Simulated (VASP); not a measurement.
A run of VASP 6.6.1:

The input POSCAR:

```
YScO2
1.0
    1.7932738993      1.0353471685      6.1318140334
   -1.7932738993      1.0353471685      6.1318140334
    0.0000000000     -2.0706943370      6.1318140334
Y Sc O
1 1 2
Direct
    0.5000000000      0.5000000000      0.5000000000
    0.0000000000      0.0000000000      0.0000000000
    0.1099790000      0.1099790000      0.1099790000
    0.8900210000      0.8900210000      0.8900210000
```

File INCAR.step1:

```
SYSTEM = YScO2
  PREC = Accurate
  ENCUT = 520
  ISMEAR = 0
  SIGMA = 0.01
  LREAL = .False.
  LASPH = .True.
  NELM = 100
  NBANDS = 25
  GGA = PE
  ALGO = Normal
  EDIFF = 1E-4
  LWAVE = .True.
  LCHARG = .False.
```

File INCAR.step2:

```
SYSTEM = YScO2
  PREC = Accurate
  ENCUT = 520
  EDIFF = 1E-6
  ISMEAR = 0
  SIGMA = 0.01
  LREAL = .False.
  LASPH = .True.
  NELM = 100
  ALGO = Normal
  ISIF = 2
  LWAVE = .False.
  LCHARG = .True.
  METAGGA = R2SCAN
  LMIXTAU = .True.
  LELF = .True.
  LVHAR = .True.
  NBANDS = 25
  ISTART = 1
```

Contents of KPOINTS:

```
Automatic mesh
0
Gamma
  6 6 6
  0 0 0
```

Potentials or basis: VASP PAW PBE potentials, release 64 (Y_sv, Sc_sv, O).

Run with:

```sh
$ cat potpaw_PBE.64/Y_sv/POTCAR potpaw_PBE.64/Sc_sv/POTCAR potpaw_PBE.64/O/POTCAR > POTCAR
$ cp INCAR.step1 INCAR
$ mpirun -np 1 vasp_std > vasp.out
$ cp INCAR.step2 INCAR
$ mpirun -np 1 vasp_std > vasp.out
```

Hardware: 1 thread of Intel(R) Xeon(R) Platinum 8259CL CPU @ 2.50GHz (Skylake/Cascade Lake), on a shared host.

Problem. Estimate the wall time of this run.

Solution. Wall time 6.9 min on 1 thread of Intel(R) Xeon(R) Platinum 8259CL CPU @ 2.50GHz (Skylake/Cascade Lake) (shared host), peak memory 0.43 GiB. Counts: k points 32.
